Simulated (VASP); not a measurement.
# Ba2Cu (P6/mmm) in VASP: single point with PBE

Aim: the single point of Ba2Cu with PBE.

Program: VASP 6.6.1. These are calculated values, not measurements. Logs are shortened: lines on timing, memory, paths and dates and some standing lists are left out, and cuts for length are marked.

### 1 The cell of the first run

The structure is hexagonal, space group P6/mmm (No. 191). Conventional cell: a = 5.116 Å, b = 5.116 Å, c = 3.598 Å, α = 90.00°, β = 90.00°, γ = 120.00°. Within 3.9 Å of Ba (site symmetry -6m2) lie 5 Ba at 2.95 to 3.60 Å and 6 Cu at 3.46 Å. Cu (site symmetry 6/mmm) has 12 Ba at 3.46 Å and 2 Cu at 3.60 Å within 4.5 Å.

### 2 Single point, PBE

INCAR reads:

```
SYSTEM = Ba2Cu
  PREC = Accurate
  ENCUT = 820
  EDIFF = 1E-6
  ISMEAR = 0
  SIGMA = 0.1
  LREAL = .False.
  LASPH = .True.
  NELM = 120
  ALGO = Normal
  ISIF = 2
  LWAVE = .False.
  LCHARG = .False.
  GGA = PE
  NBANDS = 26
  GGA_COMPAT = .False.
```

KPOINTS reads:

```
regular mesh
0
Gamma
  6 6 6
  0 0 0
```

POSCAR reads:

```
Ba2Cu
1.0
    5.1157225153      0.0000000000      0.0000000000
   -2.5578612577      4.4303456571      0.0000000000
    0.0000000000      0.0000000000      3.5982160762
Ba Cu
2 1
Direct
    0.3333333333      0.6666666667      0.5000000000
    0.6666666667      0.3333333333      0.5000000000
    0.0000000000      0.0000000000      0.0000000000
```

Potentials or basis: VASP PAW PBE potentials, release 64 (Ba_sv, Cu_sv_GW).

Launch:

```sh
$ cat potpaw_PBE.64/Ba_sv/POTCAR potpaw_PBE.64/Cu_sv_GW/POTCAR > POTCAR
$ mpirun -np 1 vasp_std > vasp.out
```

OUTCAR:

```text
SYSTEM = Ba2Cu
   PREC = Accurate
   ENCUT = 820
   EDIFF = 1E-6
   ISMEAR = 0
   LREAL = .False.
   LASPH = .True.
   NELM = 120
   ISIF = 2
   GGA = PE

 ion  position               nearest neighbor table
   1  0.333  0.667  0.500-   2 2.95   2 2.95   2 2.95   3 3.46   3 3.46   3 3.46   3 3.46   3 3.46
                             3 3.46   2 4.66   2 4.66   2 4.66   2 4.66   2 4.66   2 4.66
   2  0.667  0.333  0.500-   1 2.95   1 2.95   1 2.95   3 3.46   3 3.46   3 3.46   3 3.46   3 3.46
                             3 3.46   1 4.66   1 4.66   1 4.66   1 4.66   1 4.66   1 4.66
   3  0.000  0.000  0.000-   1 3.46   2 3.46   1 3.46   2 3.46   2 3.46   2 3.46   1 3.46   1 3.46
                             2 3.46   2 3.46   1 3.46   1 3.46

  LATTYP: Found a hexagonal cell.
 ALAT       =     5.1157225153
 C/A-ratio  =     0.7033642004

  Lattice vectors:

 A1 = (   5.1157225153,   0.0000000000,   0.0000000000)
 A2 = (  -2.5578612577,   4.4303456571,   0.0000000000)
 A3 = (   0.0000000000,   0.0000000000,   3.5982160762)

Analysis of symmetry for initial positions (statically):
=====================================================================
 Subroutine PRICEL returns:
 Original cell was already a primitive cell.

 Routine SETGRP: Setting up the symmetry group for a
 hexagonal supercell.

 Subroutine GETGRP returns: Found 24 space group operations
 (whereof 24 operations were pure point group operations)
 out of a pool of 24 trial point group operations.

The static configuration has the point symmetry D_6h.

Analysis of symmetry for dynamics (positions and initial velocities):
=====================================================================
 Subroutine PRICEL returns:
 Original cell was already a primitive cell.

 Routine SETGRP: Setting up the symmetry group for a
 hexagonal supercell.

 Subroutine GETGRP returns: Found 24 space group operations
 (whereof 24 operations were pure point group operations)
 out of a pool of 24 trial point group operations.

The dynamic configuration has the point symmetry D_6h.

 Subroutine INISYM returns: Found 24 space group operations
 (whereof 24 operations are pure point group operations),
 and found     1 'primitive' translations

----------------------------------------------------------------------------------------

                                     Primitive cell

  volume of cell :      81.5515

  direct lattice vectors                    reciprocal lattice vectors
     5.115722515  0.000000000  0.000000000     0.195475810  0.112858011  0.000000000
    -2.557861258  4.430345657  0.000000000     0.000000000  0.225716022  0.000000000
     0.000000000  0.000000000  3.598216076     0.000000000  0.000000000  0.277915494

  length of vectors
     5.115722515  5.115722515  3.598216076     0.225716023  0.225716022  0.277915494

  position of ions in fractional coordinates (direct lattice)
     0.333333333  0.666666667  0.500000000
     0.666666667  0.333333333  0.500000000
     0.000000000  0.000000000  0.000000000

  ion indices of the primitive-cell ions
   primitive index   ion index
                 1           1
                 2           2
                 3           3

----------------------------------------------------------------------------------------

 KPOINTS: regular mesh

Automatic generation of k-mesh.
 Grid dimensions read from file:
 generate k-points for:    6    6    6

 Generating k-lattice:

  Cartesian coordinates                     Fractional coordinates (reciprocal lattice)
     0.032579302  0.018809669  0.000000000     0.166666667  0.000000000  0.000000000
     0.000000000  0.037619337  0.000000000     0.000000000  0.166666667  0.000000000
     0.000000000  0.000000000  0.046319249     0.000000000  0.000000000  0.166666667

  Length of vectors
     0.037619337  0.037619337  0.046319249

  Shift w.r.t. Gamma in fractional coordinates (k-lattice)
     0.000000000  0.000000000  0.000000000

 Subroutine IBZKPT returns following result:
 ===========================================

 Found     28 irreducible k-points:

 Following reciprocal coordinates:
            Coordinates               Weight
  0.000000  0.000000  0.000000      1.000000
  0.166667  0.000000  0.000000      6.000000
  0.333333  0.000000  0.000000      6.000000
  0.500000 -0.000000  0.000000      3.000000
  0.166667  0.166667  0.000000      6.000000
  0.333333  0.166667  0.000000     12.000000
[... 16 lines left out ...]
  0.166667  0.000000  0.500000      6.000000
  0.333333  0.000000  0.500000      6.000000
 [... further k-points ...]
   k-points           NKPTS =     28   k-points in BZ     NKDIM =     28   number of bands    NBANDS=     26
   number of dos      NEDOS =    301   number of ions     NIONS =      3
   total plane-waves  NPLWV =  82944
   dimension x,y,z NGX =    48 NGY =   48 NGZ =   36
   dimension x,y,z NGXF=    96 NGYF=   96 NGZF=   72
   ions per type =               2   1
   NGX,Y,Z   is equivalent  to a cutoff of  15.60, 15.60, 16.63 a.u.
   NGXF,Y,Z  is equivalent  to a cutoff of  31.20, 31.20, 33.27 a.u.
 SYSTEM =  Ba2Cu
   PREC   = accura    normal or accurate (medium, high low for compatibility)
   ISTART =      0    job   : 0-new  1-cont  2-samecut
   ICHARG =      2    charge: 1-file 2-atom 10-const
   ISPIN  =      1    spin polarized calculation?
   LNONCOLLINEAR =      F non collinear calculations
   LSORBIT =      F    spin-orbit coupling
   LASPH  =      T    aspherical Exc in radial PAW
   ENCUT  =  820.0 eV  60.27 Ry    7.76 a.u.  11.94 11.94  8.40*2*pi/ulx,y,z
   NELM   =    120;   NELMIN=  2; NELMDL= -5     # of ELM steps
   EDIFF  = 0.1E-05   stopping-criterion for ELM
   LREAL  =      F    real-space projection
   EDIFFG = 0.1E-04   stopping-criterion for IOM
   NSW    =      0    number of steps for IOM
   IBRION =     -1    ionic relax: 0-MD 1-quasi-New 2-CG
   NFREE  =      0    steps in history (QN), initial steepest desc. (CG)
   ISIF   =      2    stress and relaxation
   ISYM   =      2    0-nonsym 1-usesym 2-fastsym
   POTIM  = 0.5000    time-step for ionic-motion
   TEBEG  =    0.0;   TEEND  =   0.0 temperature during run
   PSTRESS=    0.0 pullay stress
   NELECT =      39.0000    total number of electrons
   NUPDOWN=      -1.0000    fix difference up-down
   EMIN   =  10.00;   EMAX   =-10.00  energy-range for DOS
   EFERMI =   0.00;   METHOD = LEGACY
   ISMEAR =     0;   SIGMA  =   0.10  broadening in eV -4-tet -1-fermi 0-gaus
   EFERMI_NEDOS =   21; number of points for ismear=-14 and -15
   IALGO  =     38    algorithm
   IMIX   =      4    mixing-type and parameters
     AMIX     =   0.40;   BMIX     =  1.00
     AMIX_MAG =   1.60;   BMIX_MAG =  1.00
  volume/ion in A,a.u.               =      27.18       183.45
  Fermi-wavevector in a.u.,A,eV,Ry     =   1.280223  2.419271 22.299567  1.638972
  Thomas-Fermi vector in A             =   2.412664
   LORBIT       =      0    0 simple, 1 ext, 2 COOP (PROOUT), +10 PAW based schemes
   GGA     = PE    functional components
   LHFCALC =     F    Hartree Fock is set to
   AEXX    =    0.0000 exact exchange contribution
   IVDW    =     0    specifies the selected vdW correction
   LEPSILON=     F    determine dielectric tensor
   LRPA    =     F    only Hartree local field effects (RPA)
 non-spin polarized calculation
 Gauss-broadening in eV      SIGMA  =   0.10
  energy-cutoff  :      820.00
  volume of cell :       81.55
 maximum number of plane-waves:      4391
 NGX is ok and might be reduce to    48
   NGX = 23   NGY = 23   NGZ = 17

 number of electron      39.0000006 magnetization

 Free energy of the ion-electron system (eV)
  ---------------------------------------------------
  ext. energy  EPLUGINS =         0.00000000
  ---------------------------------------------------
  free energy    TOTEN  =        -5.21130004 eV

  energy without entropy =       -5.20102732  energy(sigma->0) =       -5.20616368

 E-fermi :   4.5571     XC(G=0): -10.1375

 val. band max:        4.5074408064   @ k =   0.3333   0.3333   0.5000
 cond. band min:       4.6224365601   @ k =   0.3333   0.1667   0.0000
 fundamental gap:      0.1149957537
 Fermi energy:         4.5570563901

 k-point     1 :       0.0000    0.0000    0.0000
  band No.  band energies     occupation
      1    -107.7560      2.00000
      2     -65.1424      2.00000
      3     -65.1424      2.00000
      4     -65.1172      2.00000
      5     -24.7242      2.00000
      6     -23.2271      2.00000
[... 18 lines left out ...]
     25       9.0699      0.00000
     26       9.0941      0.00000

 k-point     2 :       0.1667    0.0000    0.0000
  band No.  band energies     occupation
      1    -107.7559      2.00000
      2     -65.1424      2.00000
      3     -65.1423      2.00000
      4     -65.1171      2.00000
      5     -24.6485      2.00000
      6     -23.3324      2.00000
[... 18 lines left out ...]
     25       8.7839      0.00000
     26       8.9260      0.00000

 k-point     3 :       0.3333    0.0000    0.0000
  band No.  band energies     occupation
      1    -107.7559      2.00000
      2     -65.1423      2.00000
      3     -65.1423      2.00000
      4     -65.1170      2.00000
      5     -24.4474      2.00000
      6     -23.5915      2.00000
[... 18 lines left out ...]
     25       8.0492      0.00000
     26       8.4681      0.00000

 k-point     4 :       0.5000   -0.0000    0.0000
  band No.  band energies     occupation
      1    -107.7559      2.00000
      2     -65.1424      2.00000
      3     -65.1423      2.00000
      4     -65.1170      2.00000
      5     -24.2794      2.00000
      6     -23.7879      2.00000
[... 18 lines left out ...]
     25       7.4145      0.00000
     26       8.3805      0.00000

 k-point     5 :       0.1667    0.1667    0.0000
  band No.  band energies     occupation
      1    -107.7559      2.00000
      2     -65.1423      2.00000
      3     -65.1423      2.00000
      4     -65.1170      2.00000
      5     -24.5073      2.00000
      6     -23.5172      2.00000
[... 18 lines left out ...]
     25       8.1378      0.00000
     26       8.8833      0.00000

 k-point     6 :       0.3333    0.1667    0.0000
  band No.  band energies     occupation
      1    -107.7559      2.00000
      2     -65.1423      2.00000
      3     -65.1423      2.00000
      4     -65.1170      2.00000
      5     -24.2798      2.00000
      6     -23.7875      2.00000
[... 427 lines left out ...]
 k-point    21 :       0.3333    0.3333    0.3333
  band No.  band energies     occupation
      1    -107.7559      2.00000
      2     -65.1423      2.00000
      3     -65.1423      2.00000
      4     -65.1174      2.00000
      5     -23.9206      2.00000
      6     -23.9206      2.00000
[... 18 lines left out ...]
     25       9.5716      0.00000
     26       9.6402      0.00000

 k-point    22 :       0.0000    0.0000    0.5000
  band No.  band energies     occupation
      1    -107.7559      2.00000
      2     -65.1423      2.00000
      3     -65.1423      2.00000
      4     -65.1175      2.00000
      5     -24.5544      2.00000
      6     -23.0763      2.00000
[... 18 lines left out ...]
     25       8.0373      0.00000
     26       9.7236      0.00000

 k-point    23 :       0.1667    0.0000    0.5000
  band No.  band energies     occupation
      1    -107.7558      2.00000
      2     -65.1423      2.00000
      3     -65.1422      2.00000
      4     -65.1175      2.00000
      5     -24.4797      2.00000
      6     -23.1801      2.00000
[... 18 lines left out ...]
     25       7.2875      0.00000
     26      10.0522      0.00000

 k-point    24 :       0.3333    0.0000    0.5000
  band No.  band energies     occupation
      1    -107.7558      2.00000
      2     -65.1424      2.00000
      3     -65.1422      2.00000
      4     -65.1174      2.00000
      5     -24.2812      2.00000
      6     -23.4356      2.00000
[... 18 lines left out ...]
     25       9.1474      0.00000
     26       9.6776      0.00000

 [... further k-points ...]

------------------------ aborting loop because EDIFF is reached ----------------------------------------

  FORCE on cell =-STRESS in cart. coord.  units (eV):
  Direction    XX          YY          ZZ          XY          YZ          ZX
  --------------------------------------------------------------------------------------
  -------------------------------------------------------------------------------------
  Total        7.9723699      7.9723699      1.1792759     -0.0000000     -0.0000000     -0.0000000
  in kB      156.6268420    156.6268420     23.1683003     -0.0000000     -0.0000000     -0.0000000
  external PRESSURE =     112.1406614 kB  Pullay stress =       0.0000000 kB

 VOLUME and BASIS-vectors are now :
 -----------------------------------------------------------------------------
  energy-cutoff  :      820.00
  volume of cell :       81.55
      direct lattice vectors                 reciprocal lattice vectors
     5.115722515  0.000000000  0.000000000     0.195475810  0.112858011  0.000000000
    -2.557861258  4.430345657  0.000000000     0.000000000  0.225716022  0.000000000
     0.000000000  0.000000000  3.598216076     0.000000000  0.000000000  0.277915494

 POSITION                                       TOTAL-FORCE (eV/Angst)
 -----------------------------------------------------------------------------------
     -0.00000      2.95356      1.79911        -0.000000      0.000000      0.000000
      2.55786      1.47678      1.79911        -0.000000     -0.000000     -0.000000
      0.00000      0.00000      0.00000         0.000000      0.000000      0.000000
 -----------------------------------------------------------------------------------
    total drift:                                0.000000     -0.000000     -0.000000

  FREE ENERGIE OF THE ION-ELECTRON SYSTEM (eV)
  ---------------------------------------------------
  free  energy   TOTEN  =        -5.2113000378 eV

  energy  without entropy=       -5.2010273247  energy(sigma->0) =       -5.20616368
```

It took 92 s on 1 thread of Intel Xeon Platinum 8488C (Sapphire Rapids), shared host; peak memory 0.37 GiB.

What came out:

- Free energy: -5.2113 eV
- Pressure: 11.2 GPa
- Band gap on the k mesh: zero (an odd number of electrons rules out a gap without spin polarisation)

Caveat: the stress differs along the axes, from 2 to 16 GPa; spin-orbit coupling is left out, which moves the levels of the heavy elements.

The gap in the log of VASP goes by the Fermi energy; the results here count the filled bands.